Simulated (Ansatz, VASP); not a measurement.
Two plane-wave programs on Al3Cu

```
Al Cu
1.0
     3.79504    0.00000    0.00000
     0.00000    3.89235    0.00000
     0.00000    0.00000    3.89235
Al Cu
3 1
Direct
  0.00000 0.50000 0.50000
  0.50000 0.00000 0.50000
  0.50000 0.50000 0.00000
  0.00000 0.00000 0.00000
```

Change from the starting cell: strain -0.0250 x Voigt [1, 0, 0, 0, 0, 0], atoms carried along.

Alike in both runs: task single point; functional PBEsol; k mesh 12 × 12 × 12; occupations gaussian, width 0.15 eV; no spin polarisation.

|  | VASP | Ansatz |
| --- | --- | --- |
| version | VASP 6.6.1 | Ansatz 0.2.0 |
| potentials or method | VASP PAW PBE potentials, release 64 (Al, Cu), cutoff 520 eV | scalar-relativistic, plane waves, PAW |
| valence electrons in the cell | 20 | 28 |

|  | VASP | Ansatz | Ansatz less VASP |
| --- | --- | --- | --- |
| gap on the k mesh at the Fermi level (eV) | none | none | - |
| pressure (GPa) | 2.7 | 2.7 | -0.04 |
| traceless stress, the component that is largest in VASP (GPa) | 2.36 | 2.35 | -0.010 |

VASP's potentials were made for PBE, not for PBEsol. A gap of «none» marks a metal or a gap that the smearing closes. VASP's potentials hold 20 valence electrons a cell and Ansatz's 28, so a difference there can come from the potentials and not from the codes.
